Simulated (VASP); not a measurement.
# SrC4 (Cmmm) in VASP: further runs, part 2 of 2

VASP 6.6.1.

### Step 4. Single point, PBE, collinear spin (atoms taken out)

Input file INCAR:

```
SYSTEM = SrC4
PREC = Accurate
ENCUT = 520
EDIFF = 1E-6
ISMEAR = 0
SIGMA = 0.1
LREAL = .FALSE.
LASPH = .TRUE.
NELM = 150
ALGO = Normal
ISIF = 2
LWAVE = .FALSE.
LCHARG = .FALSE.
ISPIN = 2
MAGMOM = 0 1 1 1 1
LORBIT = 11
GGA = PE
NBANDS = 25
```

Input file KPOINTS:

```
regular mesh
0
G
  4 4 4
  0 0 0
```

Input file POSCAR:

```
SrC4
1.0
    4.2845133300     -4.2845133300      0.0000000000
    4.2845133300      4.2845133300      0.0000000000
    0.0000000000      0.0000000000      3.9384909600
Sr C
1 4
Direct
    0.0000000000      0.0000000000      0.0000000000
    0.6950000000      0.3050000000      0.0000000000
    0.3050000000      0.6950000000      0.0000000000
    0.8050000000      0.8050000000      0.5000000000
    0.1950000000      0.1950000000      0.5000000000
```

Potentials or basis: VASP PAW PBE potentials, release 64 (Sr_sv, C).

Launch:

```console
cat potpaw_PBE.64/Sr_sv/POTCAR potpaw_PBE.64/C/POTCAR > POTCAR
mpirun -np 1 vasp_std > vasp.out
```

OUTCAR:

```text
SYSTEM = SrC4
   PREC = Accurate
   ENCUT = 520
   EDIFF = 1E-6
   ISMEAR = 0
   LREAL = .FALSE.
   LASPH = .TRUE.
   NELM = 150
   ISIF = 2
   ISPIN = 2
   LORBIT = 11
   GGA = PE

 ion  position               nearest neighbor table
   1  0.000  0.000  0.000-   4 2.58   5 2.58   4 2.58   5 2.58   2 2.61   3 2.61
   2  0.695  0.305  0.000-   1 2.61
   3  0.305  0.695  0.000-   1 2.61
   4  0.805  0.805  0.500-   1 2.58   1 2.58
   5  0.195  0.195  0.500-   1 2.58   1 2.58

  LATTYP: Found a simple tetragonal cell.
 ALAT       =     6.0592168595
 C/A-ratio  =     0.6500000002

  Lattice vectors:

 A1 = (   4.2845133300,  -4.2845133300,   0.0000000000)
 A2 = (   4.2845133300,   4.2845133300,   0.0000000000)
 A3 = (   0.0000000000,   0.0000000000,   3.9384909600)

Analysis of symmetry for initial positions (statically):
=====================================================================
 Subroutine PRICEL returns:
 Original cell was already a primitive cell.

 Routine SETGRP: Setting up the symmetry group for a
 simple tetragonal supercell.

 Subroutine GETGRP returns: Found  8 space group operations
 (whereof  8 operations were pure point group operations)
 out of a pool of 16 trial point group operations.

The static configuration has the point symmetry D_2h.

Analysis of symmetry for dynamics (positions and initial velocities):
=====================================================================
 Subroutine PRICEL returns:
 Original cell was already a primitive cell.

 Routine SETGRP: Setting up the symmetry group for a
 simple tetragonal supercell.

 Subroutine GETGRP returns: Found  8 space group operations
 (whereof  8 operations were pure point group operations)
 out of a pool of 16 trial point group operations.

The dynamic configuration has the point symmetry D_2h.

Analysis of structural, dynamic, and magnetic symmetry:
=====================================================================
 Subroutine PRICEL returns:
 Original cell was already a primitive cell.

 Routine SETGRP: Setting up the symmetry group for a
 simple tetragonal supercell.

[... 164 lines left out ...]
 k-point     1 :       0.0000    0.0000    0.0000
  band No.  band energies     occupation
      1     -35.2109      1.00000
      2     -17.5196      1.00000
      3     -17.4797      1.00000
      4     -17.2834      1.00000
      5     -11.2576      1.00000
      6     -10.3758      1.00000
[... 577 lines left out ...]
     24       6.3275      0.00000
     25       6.6801      0.00000
 Fermi energy:        -1.4583575538

 spin component 2

 k-point     1 :       0.0000    0.0000    0.0000
  band No.  band energies     occupation
      1     -35.0248      1.00000
      2     -17.2300      1.00000
      3     -17.2198      1.00000
      4     -17.0459      1.00000
      5      -9.5199      1.00000
      6      -8.7332      1.00000
[... 577 lines left out ...]
     24       6.8369      0.00000
     25       7.4212      0.00000

------------------------ aborting loop because EDIFF is reached ----------------------------------------

  FORCE on cell =-STRESS in cart. coord.  units (eV):
  Direction    XX          YY          ZZ          XY          YZ          ZX
  --------------------------------------------------------------------------------------
  -------------------------------------------------------------------------------------
  Total       -1.1688586      0.0131332      1.1418876     -0.0000000      0.0000000      0.0000000
  in kB      -12.9511908      0.1455180     12.6523471     -0.0000000      0.0000000      0.0000000
  external PRESSURE =      -0.0511086 kB  Pullay stress =       0.0000000 kB

 VOLUME and BASIS-vectors are now :
 -----------------------------------------------------------------------------
  energy-cutoff  :      520.00
  volume of cell :      144.60
      direct lattice vectors                 reciprocal lattice vectors
     4.284513330 -4.284513330  0.000000000     0.116699369 -0.116699369  0.000000000
     4.284513330  4.284513330  0.000000000     0.116699369  0.116699369  0.000000000
     0.000000000  0.000000000  3.938490960     0.000000000  0.000000000  0.253904353

 POSITION                                       TOTAL-FORCE (eV/Angst)
 -----------------------------------------------------------------------------------
      0.00000      0.00000      0.00000         0.000000      0.000000      0.000000
      4.28451     -1.67096      0.00000         0.000000      0.400460      0.000000
      4.28451      1.67096      0.00000         0.000000     -0.400460     -0.000000
      6.89807      0.00000      1.96925        -0.763269      0.000000      0.000000
      1.67096      0.00000      1.96925         0.763269      0.000000      0.000000
 -----------------------------------------------------------------------------------
    total drift:                                0.000000      0.000000     -0.000000

  FREE ENERGIE OF THE ION-ELECTRON SYSTEM (eV)
  ---------------------------------------------------
  free  energy   TOTEN  =       -13.0874837590 eV

  energy  without entropy=      -13.0481779718  energy(sigma->0) =      -13.06783087

 total charge

# of ion       s       p       d       tot
------------------------------------------
    1        2.015   5.795   0.301   8.112
    2        1.040   0.969   0.000   2.008
    3        1.040   0.969   0.000   2.008
    4        1.002   1.087   0.000   2.089
    5        1.002   1.087   0.000   2.089
--------------------------------------------------
tot          6.097   9.907   0.301  16.306

 magnetization (x)

# of ion       s       p       d       tot
------------------------------------------
    1        0.028   0.079   0.155   0.263
    2        0.028   0.505   0.000   0.533
    3        0.028   0.505   0.000   0.533
    4        0.048   0.964   0.000   1.011
    5        0.048   0.964   0.000   1.011
--------------------------------------------------
tot          0.179   3.017   0.155   3.351
```

Run time: 3 min. Hardware: 1 thread of Intel Xeon Platinum 8488C (Sapphire Rapids), shared host; peak memory 0.36 GiB.

What came out:

| Item | Value |
| --- | --- |
| Free energy | -13.0875 eV |
| Pressure | 0.0 GPa |
| Largest force | 0.763 eV/Å |
| Net moment | 6.65 μB per cell |
| Site moments | Sr +0.26; C +0.53, +1.01 (each value once) μB |
| Valence electrons inside the program's atomic spheres | Sr 8.11; C 2.01, 2.09 (each value once) |

Forces on the atoms (eV/Å):
```
Sr   0.000  0.000  0.000
C    0.000  0.400  0.000
C    0.000 -0.400  0.000
C   -0.763  0.000  0.000
C    0.763  0.000  0.000
```

Levels at points of the mesh, in eV from the Fermi level:
Spin up:
| k point | band 12 | band 13 | band 14 | band 15 | band 16 | band 17 | band 18 | band 19 | band 20 | band 21 |
| --- | --- | --- | --- | --- | --- | --- | --- | --- | --- | --- |
| (0.00, 0.00, 0.00) | -1.31 | -0.77 | -0.61 | -0.41 | 0.22 | 0.44 | 0.57 | 0.58 | 0.68 | 5.16 |
| (0.50, 0.00, 0.00) | -1.03 | -0.98 | -0.71 | -0.27 | 0.00 | 0.30 | 0.32 | 0.37 | 0.58 | 5.42 |
| (0.50, 0.50, 0.00) | -0.89 | -0.78 | -0.48 | -0.23 | -0.11 | 0.18 | 0.26 | 0.38 | 0.43 | 5.50 |
| (0.00, 0.00, 0.50) | -0.88 | -0.79 | -0.55 | -0.50 | -0.41 | -0.40 | -0.17 | 0.05 | 0.19 | 6.01 |
| (0.50, 0.00, 0.50) | -0.89 | -0.85 | -0.64 | -0.62 | -0.53 | -0.10 | 0.14 | 0.18 | 0.33 | 5.77 |
| (0.50, 0.50, 0.50) | -1.33 | -1.26 | -0.53 | -0.15 | -0.04 | 0.19 | 0.21 | 0.35 | 0.57 | 5.84 |
Spin down:
```csv
k point,band 8,band 9,band 10,band 11,band 12,band 13
"(0.00, 0.00, 0.00)",-6.02,-0.61,-0.08,0.50,0.84,0.96
"(0.50, 0.00, 0.00)",-6.01,-0.38,0.28,0.74,0.81,1.03
"(0.50, 0.50, 0.00)",-6.14,0.08,0.14,0.68,0.90,0.92
"(0.00, 0.00, 0.50)",-6.14,-0.26,-0.13,0.21,0.51,0.75
"(0.50, 0.00, 0.50)",-6.07,-0.72,-0.08,0.01,0.61,1.11
"(0.50, 0.50, 0.50)",-6.03,-0.80,-0.36,-0.09,0.14,0.88
```

Caveat: the k points lie up to 0.40 Å⁻¹ apart; the cell differs from its parent crystal (atoms taken out).

### Step 5. The runs side by side

```tsv
spin	cell	k mesh	gap on the mesh (eV)	pressure (GPa)	moment (μB)	largest force (eV/Å)
collinear	a = 4.413, b = 4.413, c = 4.368 Å, angles 90.0, 90.0, 101.5°, 5 atoms, atomic positions A	4 × 4 × 4	none	0.2	0.21	0.10
off	a = 4.415, b = 4.415, c = 4.300 Å, angles 90.0, 90.0, 101.5°, 5 atoms, atomic positions B	10 × 10 × 10	none	0.3	-	0.10
collinear	a = 6.059, b = 6.059, c = 3.938 Å, 5 atoms, atomic positions C	4 × 4 × 4	none	0.0	6.65	0.76
```

Alike in all rows: task single point; level PBE; potentials or basis VASP PAW PBE potentials, release 64 (Sr_sv, C); cutoff (eV) 520; smearing gaussian 0.1 eV.

Caveats: some runs use coarse meshes; a moment this small can come from the mesh or the smearing (at least some runs).

Total energies depend on the potentials used, so only differences within one code and one set of settings carry meaning.
